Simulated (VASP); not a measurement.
Set up this calculation in VASP 6.6.1, as the native input.

| Property | Result |
| --- | --- |
| Task | single point |
| Functional | LDA |
| Potentials or basis | VASP PAW LDA potentials, release 64 (O, H, K_sv, F) |
| Cutoff | 520 eV |
| k mesh | 1 × 1 × 1 |
| Occupations | fermi-dirac, width 0.05 eV |
| Spin | no spin polarisation |
| Dipole correction | no |
| Further INCAR settings | ALGO = Normal; EDIFF = 1e-06; NBANDS = 59 |

The structure of KH16O8F lies in POSCAR:

```
KH16O8F
1.0
    7.1738770000      0.0000000000      0.0000000000
    0.0000000000      7.1738770000      0.0000000000
    0.0000000000      0.0000000000      7.1738770000
O H K F
8 16 1 1
Direct
    0.8828280719     -0.1088532742      0.6056557702
    0.5870326464      0.6793815952      0.6058230438
    0.1961561371      0.2663134592      0.7876215330
    0.3374744228      0.4833648528      0.4089281152
    0.8863408168      0.1679844804     -0.0248540643
    1.0488331484      0.8753286403      0.1478280155
    0.3866249728      0.6998726072      0.1509365159
    0.7573031988      0.6567857241      0.2457109315
    0.8815317018     -0.0332595610      0.7177848184
    0.7722602437     -0.1832900118      0.6372704745
    0.5206389795      0.6809706941      0.7300933651
    0.5057516319      0.5908381200      0.5411578704
    0.2504782282      0.3970935102      0.7894476027
    0.2742310748      0.1931870312      0.8765134947
    0.3324422763      0.5355820848      0.2755274449
    0.2217071745      0.4147826900      0.4291960958
    0.9921552879      0.2219999033     -0.1075708435
    0.8382775450      0.2729625836      0.0463208388
    1.1639591813      0.8182047169      0.1105399493
    0.9879595092      0.9799721963      0.0731961253
    0.5251693052      0.6992174524      0.1735742054
    0.3761564354      0.6560329930      0.0125594570
    0.8565800612      0.7446461655      0.1929221814
    0.7380527991      0.6999841230      0.3714170176
    0.1947343117      0.8248956596      0.4613126208
    0.3155058276      0.6091127573      0.8063840515
```

These files were run (other wordings do the same):

INCAR

```
SYSTEM = KH16O8F
PREC = Accurate ; ENCUT = 520
EDIFF = 1E-6 ; ISMEAR = -1
SIGMA = 0.05 ; LREAL = .False.
LASPH = .True. ; NELM = 120
ALGO = Normal ; ISIF = 2
LWAVE = .False. ; LCHARG = .False.
NBANDS = 59 ; GGA_COMPAT = .False.
```

KPOINTS

```
Automatic mesh
0
Gamma
  1 1 1
  0 0 0
```

Potentials or basis: VASP PAW LDA potentials, release 64 (O, H, K_sv, F).

Launch:

```sh
$ cat potpaw_LDA.64/O/POTCAR potpaw_LDA.64/H/POTCAR potpaw_LDA.64/K_sv/POTCAR potpaw_LDA.64/F/POTCAR > POTCAR
$ mpirun -np 1 vasp_gam > vasp.out
```

Results of the run:

| Property | Result |
| --- | --- |
| Pressure | -0.7 GPa |
| Largest force | 2.274 eV/Å |

Caveat: the k points lie up to 0.88 Å⁻¹ apart, too coarse for converged energies, forces and pressures.

It took 44 s on 1 thread of Intel Xeon 8259CL, on a shared host, peak memory 0.3 GiB.
